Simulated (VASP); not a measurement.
# BP (F-43m) in VASP: a series of runs, part 2 of 2

VASP 6.6.1. The steps go on from the part before.

### 4 Single point, r2SCAN

This run uses another cell than the first one, of 11.67 Å³/atom, 0.975 times its volume.

POSCAR

```
BP
1.0
    0.0000000000      2.2683312823      2.2683312823
    2.2683312823      0.0000000000      2.2683312823
    2.2683312823      2.2683312823      0.0000000000
B P
1 1
Direct
    0.0000000000      0.0000000000      0.0000000000
    0.2500000000      0.2500000000      0.2500000000
```

INCAR.step1

```
  ALGO = Normal
  EDIFF = 1E-4
  ENCUT = 520
  GGA = PE
  ISMEAR = 1
  LASPH = True
  LCHARG = False
  LREAL = False
  LWAVE = True
  NBANDS = 11
  NELM = 60
  PREC = Accurate
  SIGMA = 0.02
```

INCAR.step2

```
  ALGO = Normal
  EDIFF = 1E-7
  ENCUT = 520
  ISIF = 2
  ISMEAR = 1
  ISTART = 1
  LASPH = True
  LCHARG = False
  LMIXTAU = True
  LREAL = False
  LWAVE = False
  METAGGA = R2SCAN
  NBANDS = 11
  NELM = 60
  PREC = Accurate
  SIGMA = 0.02
```

KPOINTS

```
k-points
0
Gamma
  8 8 8
```

Started as:

```console
$ cat potpaw_PBE.64/B/POTCAR potpaw_PBE.64/P/POTCAR > POTCAR
$ cp INCAR.step1 INCAR
$ mpirun -np 1 vasp_std > vasp.out
$ cp INCAR.step2 INCAR
$ mpirun -np 1 vasp_std > vasp.out
```

Wall time 28 s (1 thread of Intel Xeon Platinum 8488C (Sapphire Rapids), shared host); peak memory 0.14 GiB.

Results (log left out):

```
Free energy            : -17.3095 eV
Pressure               : -0.5 GPa
Band gap on the k mesh : 1.48 eV, indirect (least direct gap 3.64 eV)
```

Levels at points of the mesh, in eV from the valence-band top:
```csv
k point,band 2,band 3,band 4,band 5,band 6,band 7
"(0.00, 0.00, 0.00)",0.00,0.00,0.00,3.64,3.64,3.64
"(0.50, 0.00, 0.00)",-9.51,-1.87,-1.87,4.14,5.03,5.03
"(0.50, 0.50, 0.00)",-9.13,-4.35,-4.35,1.54,1.91,13.07
```

Caveat: the PAW data sets were made with another functional, which shifts forces and pressure a little. r2SCAN opens gaps a little over a GGA but as a rule still falls short of measured ones.

### 5 Single point, r2SCAN+D4

This run uses another cell than the first one, of 11.55 Å³/atom, 0.965 times its volume.

POSCAR

```
BP
1.0
    0.0000000000      2.2603258911      2.2603258911
    2.2603258911      0.0000000000      2.2603258911
    2.2603258911      2.2603258911      0.0000000000
B P
1 1
Direct
    0.0000000000      0.0000000000      0.0000000000
    0.2500000000      0.2500000000      0.2500000000
```

INCAR.step1

```
PREC = Accurate
ENCUT = 520
ISMEAR = 1
SIGMA = 0.02
LREAL = F
LASPH = T
NELM = 100
NBANDS = 11
GGA = PE
ALGO = Normal
EDIFF = 1E-4
LWAVE = T
LCHARG = F
```

INCAR.step2

```
PREC = Accurate
ENCUT = 520
EDIFF = 1E-6
ISMEAR = 1
SIGMA = 0.02
LREAL = F
LASPH = T
NELM = 100
ALGO = Normal
ISIF = 2
LWAVE = F
LCHARG = F
METAGGA = R2SCAN
LMIXTAU = T
IVDW = 13
VDW_S6 = 1.0
VDW_S8 = 0.6018749
VDW_A1 = 0.51559235
VDW_A2 = 5.77342911
NBANDS = 11
ISTART = 1
```

KPOINTS

```
Automatic mesh
0
Gamma
  8 8 8
```

Potentials or basis: VASP PAW PBE potentials, release 64 (B, P).

Started as:

```console
$ cat potpaw_PBE.64/B/POTCAR potpaw_PBE.64/P/POTCAR > POTCAR
$ cp INCAR.step1 INCAR
$ mpirun -np 1 vasp_std > vasp.out
$ cp INCAR.step2 INCAR
$ mpirun -np 1 vasp_std > vasp.out
```

OUTCAR:

```text
PREC = Accurate
   ENCUT = 520
   EDIFF = 1E-6
   ISMEAR = 1
   LREAL = F
   LASPH = T
   NELM = 100
   ISIF = 2
   METAGGA = R2SCAN
   IVDW = 13
   ISTART = 1

 ion  position               nearest neighbor table
   1  0.000  0.000  0.000-   2 1.96   2 1.96   2 1.96   2 1.96
   2  0.250  0.250  0.250-   1 1.96   1 1.96   1 1.96   1 1.96

  LATTYP: Found a face centered cubic cell.
 ALAT       =     4.5206517822

  Lattice vectors:

 A1 = (   0.0000000000,   2.2603258911,   2.2603258911)
 A2 = (   2.2603258911,   0.0000000000,   2.2603258911)
 A3 = (   2.2603258911,   2.2603258911,   0.0000000000)

Analysis of symmetry for initial positions (statically):
[... 5 lines left out ...]
 face centered cubic supercell.

 Subroutine GETGRP returns: Found 24 space group operations
 (whereof 24 operations were pure point group operations)
 out of a pool of 48 trial point group operations.

The static configuration has the point symmetry T_d .

Analysis of symmetry for dynamics (positions and initial velocities):
[... 5 lines left out ...]
 face centered cubic supercell.

 Subroutine GETGRP returns: Found 24 space group operations
 (whereof 24 operations were pure point group operations)
 out of a pool of 48 trial point group operations.

The dynamic configuration has the point symmetry T_d .

 Subroutine INISYM returns: Found 24 space group operations
 (whereof 24 operations are pure point group operations),
 and found     1 'primitive' translations

----------------------------------------------------------------------------------------

                                     Primitive cell

  volume of cell :      23.0963

  direct lattice vectors                    reciprocal lattice vectors
     0.000000000  2.260325891  2.260325891    -0.221207040  0.221207040  0.221207040
     2.260325891  0.000000000  2.260325891     0.221207040 -0.221207040  0.221207040
     2.260325891  2.260325891  0.000000000     0.221207040  0.221207040 -0.221207040

  length of vectors
     3.196583531  3.196583531  3.196583531     0.383141832  0.383141832  0.383141832

  position of ions in fractional coordinates (direct lattice)
     0.000000000  0.000000000  0.000000000
     0.250000000  0.250000000  0.250000000

  ion indices of the primitive-cell ions
   primitive index   ion index
                 1           1
                 2           2

----------------------------------------------------------------------------------------

 KPOINTS: Automatic mesh

Automatic generation of k-mesh.
 Grid dimensions read from file:
 generate k-points for:    8    8    8

 Generating k-lattice:

  Cartesian coordinates                     Fractional coordinates (reciprocal lattice)
    -0.027650880  0.027650880  0.027650880     0.125000000  0.000000000  0.000000000
     0.027650880 -0.027650880  0.027650880     0.000000000  0.125000000  0.000000000
     0.027650880  0.027650880 -0.027650880     0.000000000  0.000000000  0.125000000

  Length of vectors
     0.047892729  0.047892729  0.047892729

  Shift w.r.t. Gamma in fractional coordinates (k-lattice)
     0.000000000  0.000000000  0.000000000

 Subroutine IBZKPT returns following result:
 ===========================================

 Found     29 irreducible k-points:

 Following reciprocal coordinates:
            Coordinates               Weight
  0.000000  0.000000  0.000000      1.000000
  0.125000  0.000000  0.000000      8.000000
  0.250000  0.000000  0.000000      8.000000
  0.375000  0.000000  0.000000      8.000000
  0.500000  0.000000  0.000000      4.000000
  0.125000  0.125000  0.000000      6.000000
[... 16 lines left out ...]
  0.500000  0.250000  0.125000     48.000000
 -0.375000  0.250000  0.125000     24.000000
 [... further k-points ...]
   k-points           NKPTS =     29   k-points in BZ     NKDIM =     29   number of bands    NBANDS=     11
   number of dos      NEDOS =    301   number of ions     NIONS =      2
   total plane-waves  NPLWV =  13824
   dimension x,y,z NGX =    24 NGY =   24 NGZ =   24
   dimension x,y,z NGXF=    48 NGYF=   48 NGZF=   48
   ions per type =               1   1
   NGX,Y,Z   is equivalent  to a cutoff of  12.48, 12.48, 12.48 a.u.
   NGXF,Y,Z  is equivalent  to a cutoff of  24.96, 24.96, 24.96 a.u.
 SYSTEM =  unknown system
   PREC   = accura    normal or accurate (medium, high low for compatibility)
   ISTART =      1    job   : 0-new  1-cont  2-samecut
   ICHARG =      0    charge: 1-file 2-atom 10-const
   ISPIN  =      1    spin polarized calculation?
   LNONCOLLINEAR =      F non collinear calculations
   LSORBIT =      F    spin-orbit coupling
   LASPH  =      T    aspherical Exc in radial PAW
   ENCUT  =  520.0 eV  38.22 Ry    6.18 a.u.   5.94  5.94  5.94*2*pi/ulx,y,z
   NELM   =    100;   NELMIN=  2; NELMDL=  0     # of ELM steps
   EDIFF  = 0.1E-05   stopping-criterion for ELM
   LREAL  =      F    real-space projection
   EDIFFG = 0.1E-04   stopping-criterion for IOM
   NSW    =      0    number of steps for IOM
   IBRION =     -1    ionic relax: 0-MD 1-quasi-New 2-CG
   NFREE  =      0    steps in history (QN), initial steepest desc. (CG)
   ISIF   =      2    stress and relaxation
   ISYM   =      2    0-nonsym 1-usesym 2-fastsym
   POTIM  = 0.5000    time-step for ionic-motion
   TEBEG  =    0.0;   TEEND  =   0.0 temperature during run
   PSTRESS=    0.0 pullay stress
   NELECT =       8.0000    total number of electrons
   NUPDOWN=      -1.0000    fix difference up-down
   EMIN   =  10.00;   EMAX   =-10.00  energy-range for DOS
   EFERMI =   0.00;   METHOD = LEGACY
   ISMEAR =     1;   SIGMA  =   0.02  broadening in eV -4-tet -1-fermi 0-gaus
   EFERMI_NEDOS =   21; number of points for ismear=-14 and -15
   IALGO  =     38    algorithm
   IMIX   =      4    mixing-type and parameters
     AMIX     =   0.40;   BMIX     =  1.00
     AMIX_MAG =   1.60;   BMIX_MAG =  1.00
  volume/ion in A,a.u.               =      11.55        77.93
  Fermi-wavevector in a.u.,A,eV,Ry     =   1.149716  2.172648 17.984807  1.321846
  Thomas-Fermi vector in A             =   2.286384
   LORBIT       =      0    0 simple, 1 ext, 2 COOP (PROOUT), +10 PAW based schemes
   METAGGA = R2SCAN    functional components
   LHFCALC =     F    Hartree Fock is set to
   AEXX    =    0.0000 exact exchange contribution
   IVDW    =    13    specifies the selected vdW correction
   LEPSILON=     F    determine dielectric tensor
   LRPA    =     F    only Hartree local field effects (RPA)
 non-spin polarized calculation
 Methfessel and Paxton  Order N= 1 SIGMA  =   0.02
  energy-cutoff  :      520.00
  volume of cell :       23.10
 maximum number of plane-waves:       636
   NGX = 11   NGY = 11   NGZ = 11

 number of electron       8.0000001 magnetization

 Free energy of the ion-electron system (eV)
  ---------------------------------------------------
  ext. energy  EPLUGINS =         0.00000000
  ---------------------------------------------------
  free energy    TOTEN  =       -17.30874627 eV

  energy without entropy =      -17.30875306  energy(sigma->0) =      -17.30874853

 E-fermi :   7.5441     XC(G=0): -11.5527

 val. band max:        7.5272133239   @ k =   0.0000   0.0000   0.0000
 cond. band min:       8.9902730160   @ k =   0.3750   0.3750   0.0000
 fundamental gap:      1.4630596921
 Fermi energy:         7.5440505295

 k-point     1 :       0.0000    0.0000    0.0000
  band No.  band energies     occupation
      1      -8.8389      2.00000
      2       7.5272      2.00002
      3       7.5272      1.99999
      4       7.5272      1.99999
      5      11.1849      0.00000
      6      11.1849      0.00000
      7      11.1849      0.00000
      8      15.7229      0.00000
      9      20.0192      0.00000
     10      20.2057      0.00000
     11      20.2057      0.00000

 k-point     2 :       0.1250    0.0000    0.0000
  band No.  band energies     occupation
      1      -8.5408      2.00000
      2       5.5627      2.00000
      3       7.0698      2.00000
      4       7.0698      2.00000
      5      11.8078      0.00000
      6      11.8209      0.00000
      7      11.8209      0.00000
      8      16.5255      0.00000
      9      19.2983      0.00000
     10      19.2983      0.00000
     11      20.8934      0.00000
[... 295 lines left out ...]
 k-point    24 :      -0.3750    0.2500    0.1250
  band No.  band energies     occupation
      1      -4.5918      2.00000
      2      -1.4555      2.00000
      3       2.7260      2.00000
      4       4.2121      2.00000
      5      12.0881      0.00000
      6      13.1272      0.00000
      7      16.5011      0.00000
      8      18.1117      0.00000
      9      18.6716      0.00000
     10      22.9146      0.00000
     11      25.4302      0.00000

 [... further k-points ...]

------------------------ aborting loop because EDIFF is reached ----------------------------------------

  DFT-D4 for vdW energy calculation

  Edisp (eV):   -0.26975

  FORCE on cell =-STRESS in cart. coord.  units (eV):
  Direction    XX          YY          ZZ          XY          YZ          ZX
  --------------------------------------------------------------------------------------
  -------------------------------------------------------------------------------------
  Total      -0.07347    -0.07347    -0.07347     0.00000     0.00000     0.00000
  in kB      -5.09679    -5.09679    -5.09679     0.00000     0.00000     0.00000
  external pressure =       -5.10 kB  Pullay stress =        0.00 kB

 VOLUME and BASIS-vectors are now :
 -----------------------------------------------------------------------------
  energy-cutoff  :      520.00
  volume of cell :       23.10
      direct lattice vectors                 reciprocal lattice vectors
     0.000000000  2.260325891  2.260325891    -0.221207040  0.221207040  0.221207040
     2.260325891  0.000000000  2.260325891     0.221207040 -0.221207040  0.221207040
     2.260325891  2.260325891  0.000000000     0.221207040  0.221207040 -0.221207040

 POSITION                                       TOTAL-FORCE (eV/Angst)
 -----------------------------------------------------------------------------------
      0.00000      0.00000      0.00000         0.000000      0.000000      0.000000
      1.13016      1.13016      1.13016        -0.000000     -0.000000     -0.000000
 -----------------------------------------------------------------------------------
    total drift:                                0.000000      0.000000      0.000000

  FREE ENERGIE OF THE ION-ELECTRON SYSTEM (eV)
  ---------------------------------------------------
  free  energy   TOTEN  =       -17.5784939322 eV

  energy  without entropy=      -17.5785007266  energy(sigma->0) =      -17.57849620
```

Wall time 17 s (1 thread of Intel Xeon Platinum 8488C (Sapphire Rapids), shared host); peak memory 0.14 GiB.

Results:

- Free energy: -17.5785 eV
- Pressure: -0.5 GPa
- Band gap on the k mesh: 1.46 eV, indirect (least direct gap 3.66 eV)
- Dispersion energy per atom: -0.135 eV

Levels at points of the mesh, in eV from the valence-band top:
```
           k point  band 1  band 2  band 3  band 4  band 5  band 6  band 7  band 8
(0.00, 0.00, 0.00)  -16.37    0.00    0.00    0.00    3.66    3.66    3.66    8.20
(0.50, 0.00, 0.00)  -12.83   -9.59   -1.88   -1.88    4.21    5.04    5.04   10.96
(0.50, 0.50, 0.00)  -11.14   -9.19   -4.39   -4.39    1.52    1.90   13.18   13.18
```

Caveat: the PAW data sets were made with another functional, which shifts forces and pressure a little.

### 6 Overview

```tsv
level	cell	gap on the mesh (eV)	pressure (GPa)
RPBE	a = 3.235 Å, angles 60.0°, 2 atoms	1.31	-0.4
r2SCAN+rVV10	a = 3.204 Å, angles 60.0°, 2 atoms	1.44	-0.4
r2SCAN	a = 3.208 Å, angles 60.0°, 2 atoms	1.48	-0.5
r2SCAN+D4	a = 3.197 Å, angles 60.0°, 2 atoms	1.46	-0.5
```

Alike in all rows: task single point; potentials or basis VASP PAW PBE potentials, release 64 (B, P); no spin polarisation; k mesh 8 × 8 × 8; cutoff (eV) 520; smearing methfessel-paxton 0.02 eV.

Caveats: the PAW data sets were made with another functional, which shifts forces and pressure a little.

Total energies depend on the potentials used, so only differences within one code and one set of settings carry meaning.
